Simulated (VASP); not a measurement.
# SrCl2 (R-3m) in VASP: single point with PBE0

Aim: the single point of SrCl2 with PBE0.

All numbers are computed with VASP 6.6.1; they aren't measurements. Logs are shortened: lines on timing, memory, paths and dates and some standing lists are left out, and cuts for length are marked.

### 1 The cell of the first run

The typed cell holds 3 atoms: a = 4.916 Å, b = 4.916 Å, c = 4.916 Å, α = 59.96°, β = 59.96°, γ = 59.96°.

### 2 Single point, PBE0

File POSCAR:

```
SrCl2
1.0
    2.4567215390      1.4183888419      4.0153157559
   -2.4567215390      1.4183888419      4.0153157559
    0.0000000000     -2.8367776838      4.0153157559
Sr Cl
1 2
Direct
    0.0000000000      0.0000000000      0.0000000000
    0.2499511422      0.2499511422      0.2499511422
    0.7500488578      0.7500488578      0.7500488578
```

File INCAR.step1:

```
ALGO = Normal
EDIFF = 1E-5
ENCUT = 520
GGA = PE
ISIF = 2
ISMEAR = 0
LASPH = T
LCHARG = F
LREAL = F
LWAVE = T
NBANDS = 19
NELM = 80
PREC = Accurate
SIGMA = 0.01
```

File INCAR.step2:

```
AEXX = 0.25
ALGO = Normal
EDIFF = 1E-6
ENCUT = 520
GGA = PE
ISIF = 2
ISMEAR = 0
ISTART = 1
LASPH = T
LCHARG = F
LHFCALC = T
LREAL = F
LWAVE = F
NBANDS = 19
NELM = 80
PREC = Accurate
PRECFOCK = Normal
SIGMA = 0.01
```

File KPOINTS:

```
k-points
0
Gamma
  4 4 4
```

Potentials or basis: VASP PAW PBE potentials, release 64 (Sr_sv, Cl).

The run is started by

```sh
> cat potpaw_PBE.64/Sr_sv/POTCAR potpaw_PBE.64/Cl/POTCAR > POTCAR
> cp INCAR.step1 INCAR
> mpirun -np 1 vasp_std > vasp.out
> cp INCAR.step2 INCAR
> mpirun -np 1 vasp_std > vasp.out
```

OUTCAR:

```text
AEXX = 0.25
   EDIFF = 1E-6
   ENCUT = 520
   GGA = PE
   ISIF = 2
   ISMEAR = 0
   ISTART = 1
   LASPH = T
   LHFCALC = T
   LREAL = F
   NELM = 80
   PREC = Accurate
   PRECFOCK = Normal

 ion  position               nearest neighbor table
   1  0.000  0.000  0.000-   3 3.01   3 3.01   2 3.01   2 3.01   3 3.01   2 3.01   3 3.01   2 3.01

   2  0.250  0.250  0.250-   1 3.01   1 3.01   1 3.01   1 3.01
   3  0.750  0.750  0.750-   1 3.01   1 3.01   1 3.01   1 3.01

  LATTYP: Found a trigonal (rhomboedric) cell.
 ALAT       =     4.9163063622
 COS(alpha) =     0.5005822359

  Lattice vectors:

 A1 = (   2.4567215390,   1.4183888419,   4.0153157559)
 A2 = (  -2.4567215390,   1.4183888419,   4.0153157559)
 A3 = (   0.0000000000,  -2.8367776838,   4.0153157559)

Analysis of symmetry for initial positions (statically):
=====================================================================
 Subroutine PRICEL returns:
 Original cell was already a primitive cell.

 Routine SETGRP: Setting up the symmetry group for a
 trigonal (rhombohedral) supercell.

 Subroutine GETGRP returns: Found 12 space group operations
 (whereof 12 operations were pure point group operations)
 out of a pool of 12 trial point group operations.

The static configuration has the point symmetry D_3d.

Analysis of symmetry for dynamics (positions and initial velocities):
=====================================================================
 Subroutine PRICEL returns:
 Original cell was already a primitive cell.

 Routine SETGRP: Setting up the symmetry group for a
 trigonal (rhombohedral) supercell.

 Subroutine GETGRP returns: Found 12 space group operations
 (whereof 12 operations were pure point group operations)
 out of a pool of 12 trial point group operations.

The dynamic configuration has the point symmetry D_3d.

 Subroutine INISYM returns: Found 12 space group operations
 (whereof 12 operations are pure point group operations),
 and found     1 'primitive' translations

----------------------------------------------------------------------------------------

                                     Primitive cell

  volume of cell :      83.9503

  direct lattice vectors                    reciprocal lattice vectors
     2.456721539  1.418388842  4.015315756     0.203523270  0.117504214  0.083015472
    -2.456721539  1.418388842  4.015315756    -0.203523270  0.117504214  0.083015472
     0.000000000 -2.836777684  4.015315756     0.000000000 -0.235008429  0.083015472

  length of vectors
     4.916306362  4.916306362  4.916306362     0.249239905  0.249239905  0.249239905

  position of ions in fractional coordinates (direct lattice)
     0.000000000  0.000000000  0.000000000
     0.249951142  0.249951142  0.249951142
     0.750048858  0.750048858  0.750048858

  ion indices of the primitive-cell ions
   primitive index   ion index
                 1           1
                 2           2
                 3           3

----------------------------------------------------------------------------------------

 KPOINTS: k-points

Automatic generation of k-mesh.
 Grid dimensions read from file:
 generate k-points for:    4    4    4

 Generating k-lattice:

  Cartesian coordinates                     Fractional coordinates (reciprocal lattice)
     0.050880817  0.029376054  0.020753868     0.250000000  0.000000000  0.000000000
    -0.050880817  0.029376054  0.020753868     0.000000000  0.250000000  0.000000000
     0.000000000 -0.058752107  0.020753868     0.000000000  0.000000000  0.250000000

  Length of vectors
     0.062309976  0.062309976  0.062309976

  Shift w.r.t. Gamma in fractional coordinates (k-lattice)
     0.000000000  0.000000000  0.000000000

 Subroutine IBZKPT returns following result:
 ===========================================

 Found     13 irreducible k-points:

 Following reciprocal coordinates:
            Coordinates               Weight
  0.000000  0.000000  0.000000      1.000000
  0.250000  0.000000  0.000000      6.000000
  0.500000  0.000000  0.000000      3.000000
  0.250000  0.250000  0.000000      6.000000
  0.500000  0.250000  0.000000     12.000000
 -0.250000  0.250000  0.000000      6.000000
  0.500000  0.500000  0.000000      3.000000
  0.250000  0.250000  0.250000      2.000000
  0.500000  0.250000  0.250000      6.000000
 -0.250000  0.250000  0.250000      6.000000
  0.500000  0.500000  0.250000      6.000000
 -0.250000  0.500000  0.250000      6.000000
  0.500000  0.500000  0.500000      1.000000
   k-points           NKPTS =     13   k-points in BZ     NKDIM =     64   number of bands    NBANDS=     19
   number of dos      NEDOS =    301   number of ions     NIONS =      3
   total plane-waves  NPLWV =  64000
   dimension x,y,z NGX =    40 NGY =   40 NGZ =   40
   dimension x,y,z NGXF=    80 NGYF=   80 NGZF=   80
   ions per type =               1   2
   NGX,Y,Z   is equivalent  to a cutoff of  13.53, 13.53, 13.53 a.u.
   NGXF,Y,Z  is equivalent  to a cutoff of  27.05, 27.05, 27.05 a.u.
 SYSTEM =  unknown system
   PREC   = accura    normal or accurate (medium, high low for compatibility)
   ISTART =      1    job   : 0-new  1-cont  2-samecut
   ICHARG =      0    charge: 1-file 2-atom 10-const
   ISPIN  =      1    spin polarized calculation?
   LNONCOLLINEAR =      F non collinear calculations
   LSORBIT =      F    spin-orbit coupling
   LASPH  =      T    aspherical Exc in radial PAW
   ENCUT  =  520.0 eV  38.22 Ry    6.18 a.u.   9.14  9.14  9.14*2*pi/ulx,y,z
   NELM   =     80;   NELMIN=  2; NELMDL=  0     # of ELM steps
   EDIFF  = 0.1E-05   stopping-criterion for ELM
   LREAL  =      F    real-space projection
   EDIFFG = 0.1E-04   stopping-criterion for IOM
   NSW    =      0    number of steps for IOM
   IBRION =     -1    ionic relax: 0-MD 1-quasi-New 2-CG
   NFREE  =      0    steps in history (QN), initial steepest desc. (CG)
   ISIF   =      2    stress and relaxation
   ISYM   =      3    0-nonsym 1-usesym 2-fastsym
   POTIM  = 0.5000    time-step for ionic-motion
   TEBEG  =    0.0;   TEEND  =   0.0 temperature during run
   PSTRESS=    0.0 pullay stress
   NELECT =      24.0000    total number of electrons
   NUPDOWN=      -1.0000    fix difference up-down
   EMIN   =  10.00;   EMAX   =-10.00  energy-range for DOS
   EFERMI =   0.00;   METHOD = LEGACY
   ISMEAR =     0;   SIGMA  =   0.01  broadening in eV -4-tet -1-fermi 0-gaus
   EFERMI_NEDOS =   21; number of points for ismear=-14 and -15
   IALGO  =     38    algorithm
   IMIX   =      1    mixing-type and parameters
     AMIX     =   0.40;   BMIX     =  1.00
     AMIX_MAG =   1.60;   BMIX_MAG =  1.00
  volume/ion in A,a.u.               =      27.98       188.84
  Fermi-wavevector in a.u.,A,eV,Ry     =   1.078461  2.037996 15.824644  1.163079
  Thomas-Fermi vector in A             =   2.214400
   LORBIT       =      0    0 simple, 1 ext, 2 COOP (PROOUT), +10 PAW based schemes
   GGA     = PE    functional components
   LHFCALC =     T    Hartree Fock is set to
   PRECFOCK=normal    Normal, Fast or Accurate (Low or Medium for compatibility)
   ENCUT4O =  -1.0   cutoff for four orbital integrals eV
   NKREDX  =     1    reduce k-point grid by
   NKREDY  =     1    reduce k-point grid by
   NKREDZ  =     1    reduce k-point grid by
   AEXX    =    0.2500 exact exchange contribution
   HFSCREEN=    0.0000 screening length (either q_TF or 0.3 A-1)
   HFSCREENC=   0.0000 screening length for correlation (either q_TF or 0.3 A-1)
   ENCUTFOCK=  -1.0 apply spherical cutoff to Coloumb kernel
   IVDW    =     0    specifies the selected vdW correction
   LEPSILON=     F    determine dielectric tensor
   LRPA    =     F    only Hartree local field effects (RPA)
 non-spin polarized calculation
 Gauss-broadening in eV      SIGMA  =   0.01
  energy-cutoff  :      520.00
  volume of cell :       83.95
 maximum number of plane-waves:      2276
 NGX is ok and might be reduce to    40
  NGX = 28; NGY = 28; NGZ = 28

 number of electron      24.0000003 magnetization

 Free energy of the ion-electron system (eV)
  ---------------------------------------------------
  ext. energy  EPLUGINS =         0.00000000
  ---------------------------------------------------
  free energy    TOTEN  =       -15.52778652 eV

  energy without entropy =      -15.52778652  energy(sigma->0) =      -15.52778652

 E-fermi :  -0.9861     XC(G=0):  -6.5650

 val. band max:       -1.0952719871   @ k =   0.5000   0.5000   0.0000
 cond. band min:       6.3028600736   @ k =   0.0000   0.0000   0.0000
 fundamental gap:      7.3981320607
 Fermi energy:        -0.9860850128

 k-point     1 :       0.0000    0.0000    0.0000
  band No.  band energies     occupation
      1     -36.0425      2.00000
      2     -16.7563      2.00000
      3     -16.7563      2.00000
      4     -16.7563      2.00000
      5     -15.7227      2.00000
      6     -14.7707      2.00000
[... 11 lines left out ...]
     18      10.0683      0.00000
     19      10.7934      0.00000

 k-point     2 :       0.2500    0.0000    0.0000
  band No.  band energies     occupation
      1     -36.0405      2.00000
      2     -17.0219      2.00000
      3     -16.7656      2.00000
      4     -16.7656      2.00000
      5     -15.3505      2.00000
      6     -14.8634      2.00000
[... 11 lines left out ...]
     18       9.9215      0.00000
     19      10.9301      0.00000

 k-point     3 :       0.5000    0.0000    0.0000
  band No.  band energies     occupation
      1     -36.0385      2.00000
      2     -17.1870      2.00000
      3     -16.7749      2.00000
      4     -16.7748      2.00000
      5     -15.2779      2.00000
      6     -14.7417      2.00000
[... 11 lines left out ...]
     18       9.9984      0.00000
     19      10.0288      0.00000

 k-point     4 :       0.2500    0.2500    0.0000
  band No.  band energies     occupation
      1     -36.0398      2.00000
      2     -17.0815      2.00000
      3     -16.7783      2.00000
      4     -16.7783      2.00000
      5     -15.1767      2.00000
      6     -14.9472      2.00000
[... 165 lines left out ...]
     18      10.1722      0.00000
     19      10.9343      0.00000

 k-point    12 :      -0.2500    0.5000    0.2500
  band No.  band energies     occupation
      1     -36.0371      2.00000
      2     -17.0658      2.00000
      3     -17.0649      2.00000
      4     -16.8006      2.00000
      5     -14.8985      2.00000
      6     -14.8972      2.00000
[... 11 lines left out ...]
     18      10.8269      0.00000
     19      11.8542      0.00000

 k-point    13 :       0.5000    0.5000    0.5000
  band No.  band energies     occupation
      1     -36.0385      2.00000
      2     -17.1867      2.00000
      3     -16.7748      2.00000
      4     -16.7748      2.00000
      5     -15.2771      2.00000
      6     -14.7429      2.00000
[... 11 lines left out ...]
     18       9.9951      0.00000
     19      10.0240      0.00000

------------------------ aborting loop because EDIFF is reached ----------------------------------------

  FORCE on cell =-STRESS in cart. coord.  units (eV):
  Direction    XX          YY          ZZ          XY          YZ          ZX
  --------------------------------------------------------------------------------------
  -------------------------------------------------------------------------------------
  Total        0.4655018      0.4655018      0.4559986      0.0000000     -0.0000000      0.0000000
  in kB        8.8840251      8.8840251      8.7026576      0.0000000     -0.0000000      0.0000000
  external PRESSURE =       8.8235693 kB  Pullay stress =       0.0000000 kB

 VOLUME and BASIS-vectors are now :
 -----------------------------------------------------------------------------
  energy-cutoff  :      520.00
  volume of cell :       83.95
      direct lattice vectors                 reciprocal lattice vectors
     2.456721539  1.418388842  4.015315756     0.203523270  0.117504214  0.083015472
    -2.456721539  1.418388842  4.015315756    -0.203523270  0.117504214  0.083015472
     0.000000000 -2.836777684  4.015315756     0.000000000 -0.235008429  0.083015472

 POSITION                                       TOTAL-FORCE (eV/Angst)
 -----------------------------------------------------------------------------------
      0.00000      0.00000      0.00000         0.000000     -0.000000      0.000000
      0.00000      0.00000      3.01090        -0.000000     -0.000000     -0.000032
      0.00000      0.00000      9.03505         0.000000      0.000000      0.000032
 -----------------------------------------------------------------------------------
    total drift:                                0.000000      0.000000      0.000000

  FREE ENERGIE OF THE ION-ELECTRON SYSTEM (eV)
  ---------------------------------------------------
  free  energy   TOTEN  =       -15.5277865206 eV

  energy  without entropy=      -15.5277865206  energy(sigma->0) =      -15.52778652
```

It took 38 min on 1 thread of Intel Xeon 8259CL, shared host; peak memory 0.27 GiB.

Results:

- Free energy: -15.5278 eV
- Pressure: 0.9 GPa
- Band gap on the k mesh: 7.40 eV (least direct gap 7.57 eV)

Caveat: the PAW data sets were made with another functional, which shifts forces and pressure a little. A k mesh can miss the band edges.
